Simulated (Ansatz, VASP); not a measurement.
## One calculation of P, two programs

Contents of INCAR:

```
PREC = Accurate
ENCUT = 520
EDIFF = 1E-6
ISMEAR = 0
SIGMA = 0.15
LREAL = False
LASPH = True
NELM = 100
ALGO = Normal
ISIF = 2
LWAVE = False
LCHARG = False
GGA = CA
NBANDS = 8
```

File KPOINTS:

```
Automatic mesh
0
Gamma
  12 12 12
```

File POSCAR:

```
P
1.0
    4.2729048574      0.0000000000      0.0000000000
    0.0000000000      4.2729048574      0.0000000000
    0.0000000000      0.0000000000      4.3780000000
P
1
Direct
    0.0000000000      0.0000000000      0.0000000000
```

Input for Ansatz:

```yaml
crystal:
  lattice:
    - [4.2729048574, 0.0, 0.0]
    - [0.0, 4.2729048574, 0.0]
    - [0.0, 0.0, 4.378]
  atoms:
    - { symbol: P, position: [0.0, 0.0, 0.0] }
basis:
  ecutwfc: 420
kpoints:
  mp_grid: { grid: [12, 12, 12] }
hamiltonian:
  xc: lda
scf:
  occupations: { method: gaussian, width: 0.15 }
output:
  forces: true
  stress: true
  eigenvalues: true
```

Alike in both runs: task single point; functional LDA; k mesh 12 × 12 × 12; occupations gaussian, width 0.15 eV; no spin polarisation.

```csv
,VASP,Ansatz
version,VASP 6.6.1,Ansatz 0.2.0
potentials or method,"VASP PAW LDA potentials, release 64 (P), cutoff 520 eV","scalar-relativistic, plane waves, PAW"
valence electrons in the cell,5,5
```

|  | VASP | Ansatz | Ansatz less VASP |
| --- | --- | --- | --- |
| gap on the k mesh at the Fermi level (eV) | none | none | - |
| pressure (GPa) | -4.1 | -4.1 | +0.01 |
| traceless stress, the component that is largest in VASP (GPa) | 0.28 | 0.28 | -0.001 |

LDA's correlation is that of Perdew and Zunger in VASP and of Perdew and Wang (1992) in Ansatz. A gap of «none» marks a metal or a gap that the smearing closes.
